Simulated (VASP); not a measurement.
Ge:

```
Ge
1.0
    -2.57449    2.57449    1.39741
     2.57449   -2.57449    1.39741
     2.57449    2.57449   -1.39741
Ge
2
Direct
  0.50000 0.50000 0.00000
  0.25000 0.75000 0.50000
```

| Quantity | Value |
| --- | --- |
| Program | VASP 6.6.1 |
| Task | relaxation of cell and atoms |
| Functional | revPBE |
| Potentials or basis | VASP PAW PBE potentials, release 64 (Ge_d) |
| Cutoff | 600 eV |
| k mesh | 11 × 11 × 11 |
| Occupations | fermi-dirac, width 0.05 eV |
| Spin | no spin polarisation |

At the start: pressure 4.4 GPa; volume 18.52 Å³/atom.

How do energy, volume and symmetry change on relaxing?

Over 14 steps the energy falls by 15.7 meV/atom and the volume is 19.69 Å³/atom (+6.3 %); space group I4_1/amd (No. 141, to 0.1 Å) before and after.

Step by step:
```
step  energy change (eV)  largest force (eV/Å)  pressure (GPa)  volume (Å³)
   1              0.0000                0.0000            4.38        37.05
   2             -0.0304                0.0000           -0.41        39.83
   3             -0.0313                0.0000           -0.24        39.51
   4             -0.0314                0.0000            0.00        39.37
   5             -0.0314                0.0000           -0.11        39.42
   6             -0.0315                0.0000            0.34        39.35
   7             -0.0315                0.0000           -0.06        39.37
   8             -0.0315                0.0000            0.04        39.36
   9             -0.0315                0.0000            0.00        39.36
  10             -0.0315                0.0000            0.04        39.35
  11             -0.0315                0.0000            0.02        39.35
  12             -0.0315                0.0000            0.05        39.35
  13             -0.0315                0.0000            0.08        39.37
  14             -0.0315                0.0000           -0.04        39.37
```

Final structure:
```cif
data_structure
_symmetry_space_group_name_H-M 'P 1'
_symmetry_Int_Tables_number 1
_cell_length_a 3.9830
_cell_length_b 3.9830
_cell_length_c 3.9830
_cell_angle_alpha 97.326
_cell_angle_beta 97.326
_cell_angle_gamma 138.156
_cell_volume 39.37
loop_
_atom_site_label
_atom_site_type_symbol
_atom_site_fract_x
_atom_site_fract_y
_atom_site_fract_z
_atom_site_occupancy
Ge1 Ge 0.50000 0.50000 0.00000 1
Ge2 Ge 0.25000 0.75000 0.50000 1
```

Caveat: the PAW data sets were made with another functional, which shifts forces and pressure a little.
